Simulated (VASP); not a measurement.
# Si4HC4 in VASP: a series of runs, part 2 of 2

VASP 6.6.1. Earlier steps stand in the parts before.

### Step 4. Single point, PBE, collinear spin, ferromagnetic start

INCAR

```
PREC = Accurate ; ENCUT = 520
EDIFF = 1E-6 ; ISMEAR = 0
SIGMA = 0.05 ; LREAL = False
LASPH = True ; NELM = 150
ALGO = Normal ; ISIF = 2
LWAVE = False ; LCHARG = True
ISPIN = 2 ; MAGMOM = 0 0 0 0 0 0 0 0 1
LORBIT = 11 ; LDIPOL = True
IDIPOL = 3 ; DIPOL = 0.5 0.5 0.321
GGA = PE ; LELF = True
LVHAR = True ; LVACPOTAV = True
NBANDS = 30
```

KPOINTS

```
regular mesh
0
Gamma
  9 5 1
```

POSCAR

```
Si4HC4
1.0
    3.0920147307      0.0000000000      0.0000000000
    0.0000000000      5.0738209340      0.0000000000
    0.0000000000      0.0000000000     18.9686857191
Si C H
4 4 1
Direct
    0.0000000000      0.9954360513      0.2108738612
    0.5000000000      0.4954360513      0.2579297186
    0.5000000000      0.9936728499      0.3565277206
    0.0000000000      0.4650509319      0.3853429995
    0.0000000000      0.6195639487      0.2108738612
    0.5000000000      0.1195639487      0.2579297186
    0.5000000000      0.6250367811      0.3569005390
    0.0000000000      0.1238202602      0.3937376490
    0.0000000000      0.6238202602      0.4568795448
```

Potentials or basis: VASP PAW PBE potentials, release 64 (Si, C, H).

Command:

```
$ cat potpaw_PBE.64/Si/POTCAR potpaw_PBE.64/C/POTCAR potpaw_PBE.64/H/POTCAR > POTCAR
$ mpirun -np 1 vasp_std > vasp.out
```

OUTCAR:

```text
PREC = Accurate
   ENCUT = 520
   EDIFF = 1E-6
   ISMEAR = 0
   LREAL = False
   LASPH = True
   NELM = 150
   ISIF = 2
   ISPIN = 2
   LORBIT = 11
   GGA = PE

 ion  position               nearest neighbor table
   1  0.000  0.995  0.211-   6 1.89   6 1.89   5 1.91   2 3.10   2 3.10   2 3.10   2 3.10
   2  0.500  0.495  0.258-   5 1.89   5 1.89   6 1.91   7 1.99   4 2.87   4 2.87   1 3.10   1 3.10
                             1 3.10   1 3.10   3 3.14
   3  0.500  0.994  0.357-   8 1.82   8 1.82   7 1.87   6 1.98   4 2.90   4 2.90   4 3.14   4 3.14
                             2 3.14
   4  0.000  0.465  0.385-   9 1.58   8 1.74   7 1.83   7 1.83   2 2.87   2 2.87   3 2.90   3 2.90
                             3 3.14   3 3.14
   5  0.000  0.620  0.211-   2 1.89   2 1.89   1 1.91
   6  0.500  0.120  0.258-   1 1.89   1 1.89   2 1.91   3 1.98
   7  0.500  0.625  0.357-   4 1.83   4 1.83   3 1.87   2 1.99
   8  0.000  0.124  0.394-   4 1.74   3 1.82   3 1.82
   9  0.000  0.624  0.457-   4 1.58

[... 1179 lines left out ...]
 -----------------------------------------------------------------------------------
    total drift:                                0.000000     -0.000135     -0.000002

  FREE ENERGIE OF THE ION-ELECTRON SYSTEM (eV)
  ---------------------------------------------------
  free  energy   TOTEN  =       -57.7454892380 eV

  energy  without entropy=      -57.7433035494  energy(sigma->0) =      -57.74439639

 vacuum level on the upper side and lower side of the slab         4.521         3.393

 total charge

# of ion       s       p       d       tot
------------------------------------------
    1        0.749   0.870   0.000   1.618
    2        0.712   0.933   0.000   1.645
    3        0.713   0.973   0.000   1.685
    4        0.724   1.053   0.000   1.777
    5        0.858   1.528   0.000   2.386
    6        0.857   1.622   0.000   2.478
    7        0.860   1.689   0.000   2.549
    8        0.875   1.650   0.000   2.525
    9        0.534   0.011   0.000   0.545
--------------------------------------------------
tot          6.882  10.328   0.000  17.210

 magnetization (x)

# of ion       s       p       d       tot
------------------------------------------
    1       -0.011  -0.038   0.000  -0.049
    2       -0.003  -0.002   0.000  -0.006
    3       -0.004  -0.007   0.000  -0.012
    4       -0.002  -0.005   0.000  -0.006
    5        0.019   0.157   0.000   0.175
    6        0.004   0.028   0.000   0.033
    7        0.004   0.065   0.000   0.070
    8        0.018   0.158   0.000   0.176
    9        0.049   0.000   0.000   0.049
--------------------------------------------------
tot          0.074   0.357   0.000   0.431
```

stdout:

```text
POSCAR found type information on POSCAR SiC H
 POSCAR found :  3 types and       9 ions
 scaLAPACK will be used
 LDA part: xc-table for (Slater+PW92), standard interpolation
 POSCAR, INCAR and KPOINTS ok, starting setup
 FFT: planning ... GRIDC
 FFT: planning ... GRID_SOFT
 FFT: planning ... GRID
 WAVECAR not read
 entering main loop
 -----------------------------------------------------------------------------
|                                                                             |
|           W    W    AA    RRRRR   N    N  II  N    N   GGGG   !!!           |
|           W    W   A  A   R    R  NN   N  II  NN   N  G    G  !!!           |
|           W    W  A    A  R    R  N N  N  II  N N  N  G       !!!           |
|           W WW W  AAAAAA  RRRRR   N  N N  II  N  N N  G  GGG   !            |
|           WW  WW  A    A  R   R   N   NN  II  N   NN  G    G                |
|           W    W  A    A  R    R  N    N  II  N    N   GGGG   !!!           |
|                                                                             |
|     Did not find any points to average over, which means that no vacuum     |
|     field-free region was found. Please increase the size of  your cell     |
|     in the dimension of the dipole correction to obtain accurate            |
|     workfunction values.                                                    |
|                                                                             |
 -----------------------------------------------------------------------------
```

Run time: 5.3 min. Hardware: 1 thread of Intel Xeon 6975P-C (Granite Rapids), shared host; peak memory 0.58 GiB.

What came out:

* Free energy: -57.7455 eV
* Largest force: 4.389 eV/Å
* Net moment: 0.85 μB per cell
* Site moments: Si -0.05, -0.01; C +0.17, +0.03, +0.07, +0.18; H +0.05 μB
* Valence electrons inside the program's atomic spheres: Si 1.62, 1.65, 1.69, 1.78; C 2.39, 2.48, 2.55, 2.52; H 0.55

Forces in eV/Å, atoms in the order of the input:
```
Si   0.000 -1.824  1.520
Si   0.000  0.853 -1.751
Si   0.000 -1.126  0.413
Si   0.000  2.884  3.308
C    0.000  1.192  1.395
C    0.000  0.393 -1.115
C    0.000 -0.402 -2.977
C    0.000 -1.252 -0.800
H    0.000 -0.718  0.006
```

### Step 5. Single point, PBE, collinear spin, ferromagnetic start

INCAR

```
PREC = Accurate
ENCUT = 520
EDIFF = 1E-6
ISMEAR = 0
SIGMA = 0.05
LREAL = F
LASPH = T
NELM = 150
ALGO = Normal
ISIF = 2
LWAVE = F
LCHARG = T
ISPIN = 2
MAGMOM = 0 0 0 0 0 0 0 0 1
LORBIT = 11
LDIPOL = T
IDIPOL = 3
DIPOL = 0.5 0.5 0.321
GGA = PE
LELF = T
LVHAR = T
LVACPOTAV = T
NBANDS = 30
```

KPOINTS

```
Automatic mesh
0
Gamma
  9 5 1
```

Changes to POSCAR since step 4:

```diff
@@ -16,2 +16,2 @@
     0.0000000000      0.1238202602      0.3937376490
-    0.0000000000      0.6238202602      0.4568795448
+    0.5000000000      0.1238202602      0.4558053841
```

Command:

```
$ cat potpaw_PBE.64/Si/POTCAR potpaw_PBE.64/C/POTCAR potpaw_PBE.64/H/POTCAR > POTCAR
$ mpirun -np 1 vasp_std > vasp.out
```

Wall time 4.9 min (1 thread of Intel Xeon 6975P-C (Granite Rapids), shared host); peak memory 0.57 GiB.

Results (log left out):

* Free energy: -56.3258 eV
* Largest force: 2.990 eV/Å
* Net moment: 0.15 μB per cell
* Site moments: Si -0.00, +0.01; C +0.01, +0.00, -0.00; H +0.04 μB
* Valence electrons inside the program's atomic spheres: Si 1.62, 1.63, 1.67, 1.73; C 2.39, 2.48, 2.54, 2.51; H 0.42

Forces on the atoms (eV/Å):
```
Si   0.000 -1.944  1.658
Si   0.000  0.531 -2.942
Si   0.000 -0.444 -1.309
Si   0.000  1.364 -0.359
C    0.000  1.040  1.630
C    0.000  0.278 -0.177
C    0.000 -0.195  0.596
C    0.000 -0.391  0.913
H    0.000 -0.239 -0.009
```

Levels at points of the mesh, in eV from the Fermi level:
Spin up:
```csv
k point,band 14,band 15,band 16,band 17,band 18,band 19
"(0.00, 0.00, 0.00)",-2.34,-1.17,-0.90,0.21,0.85,1.79
```
Spin down:
| k point | band 13 | band 14 | band 15 | band 16 | band 17 | band 18 | band 19 | band 20 |
| --- | --- | --- | --- | --- | --- | --- | --- | --- |
| (0.00, 0.00, 0.00) | -2.89 | -2.32 | -1.14 | -0.89 | 0.23 | 0.95 | 1.87 | 2.12 |
